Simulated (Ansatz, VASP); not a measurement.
# Te2Mo: VASP beside Ansatz

```
CELL_PARAMETERS angstrom
3.49640 0.00000 0.00000
-1.74820 3.02797 0.00000
0.00000 0.00000 13.70084
ATOMIC_POSITIONS crystal
Te 0.33333 0.66667 0.61734
Te 0.66667 0.33333 0.11734
Te 0.33333 0.66667 0.88266
Te 0.66667 0.33333 0.38266
Mo 0.26183 0.66667 0.25000
Mo 0.59516 0.33333 0.75000
```

Change from the starting cell: all Mo atoms moved -0.250 Å, as atom 5 along Cartesian [1 0 0].

Alike in both runs: task single point; functional PBE; dispersion D3(BJ); k mesh 12 × 12 × 2; occupations gaussian, width 0.05 eV; no spin polarisation.

```csv
,VASP,Ansatz
version,VASP 6.6.1,Ansatz 0.2.0
potentials or method,"VASP PAW PBE potentials, release 64 (Te, Mo_sv), cutoff 520 eV","scalar-relativistic, plane waves, PAW"
valence electrons in the cell,52,92
```

```tsv
	VASP	Ansatz	Ansatz less VASP
gap on the k mesh at the Fermi level (eV)	0.33	0.33	-0.001
least direct gap on the mesh (eV)	0.90	0.90	0.000
pressure (GPa)	2.0	2.1	+0.06
traceless stress, the component that is largest in VASP (GPa)	2.04	2.00	-0.040
rms of the force components (eV/Å)	1.410	1.412	+0.0022
```

Atom by atom the forces differ by 0.007 eV/Å (rms over components). VASP's potentials hold 52 valence electrons a cell and Ansatz's 92, so a difference there can come from the potentials and not from the codes.

Neither program's run includes spin-orbit coupling.
